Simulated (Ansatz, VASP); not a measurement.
**One calculation of Ru, two programs**

File INCAR:

```
SYSTEM = Ru
PREC = Accurate
ENCUT = 520
EDIFF = 1E-7
ISMEAR = -5
SIGMA = 0.05
LREAL = .False.
LASPH = .True.
NELM = 150
ALGO = Normal
ISIF = 2
LWAVE = .False.
LCHARG = .False.
LMAXMIX = 4
LDAU = .True.
LDAUTYPE = 2
LDAUL = 2
LDAUU = 6
LDAUJ = 0
LDAUPRINT = 1
GGA = RP
NBANDS = 13
```

Contents of KPOINTS:

```
regular mesh
0
Gamma
  12 12 12
  0 0 0
```

File POSCAR:

```
Ru
1.0
    0.0000000000      1.9150000000      1.9150000000
    1.9150000000      0.0000000000      1.9150000000
    1.9150000000      1.9150000000      0.0000000000
Ru
1
Direct
    0.0000000000      0.0000000000      0.0000000000
```

File input.yaml:

```yaml
crystal:
  lattice:
    - [0.0, 1.915, 1.915]
    - [1.915, 0.0, 1.915]
    - [1.915, 1.915, 0.0]
  atoms:
    - { symbol: Ru, position: [0.0, 0.0, 0.0] }
kpoints:
  mp_grid: { grid: [12, 12, 12] }
scf:
  occupations: { method: tetrahedron }
hamiltonian:
  xc: rpbe
  pseudopotentials: { kind: all_electron, lapw: { basis_error: 0.002 } }
  hubbard:
    sites: [{ species: Ru, l: d, u_eff: 6 }]
    double_counting: fll
    projectors: ortho-atomic
output:
  forces: true
  stress: true
  eigenvalues: true
  hubbard: {}
```

Alike in both runs: task single point; functional RPBE; k mesh 12 × 12 × 12; occupations tetrahedron; no spin polarisation; Hubbard terms Ru d U = 6.0 eV.

```csv
,VASP,Ansatz
version,VASP 6.6.1,Ansatz 0.2.0
potentials or method,"VASP PAW PBE potentials, release 64 (Ru_pv), cutoff 520 eV","all-electron LAPW, scalar-relativistic"
```

|  | VASP | Ansatz | Ansatz less VASP |
| --- | --- | --- | --- |
| gap on the k mesh at the Fermi level (eV) | none | none | - |
| pressure (GPa) | -4.7 | -0.7 | +4.04 |

VASP's potentials were made for PBE, not for RPBE. The programs project onto different local orbitals, so the same U acts differently, and such runs can settle in different states. A gap of «none» marks a metal or a gap that the smearing closes. Ansatz ran all-electron here, and VASP with PAW potentials.

Noted on Ansatz's run: U is the effective U less J, on atomic orbitals that reach past the spheres.
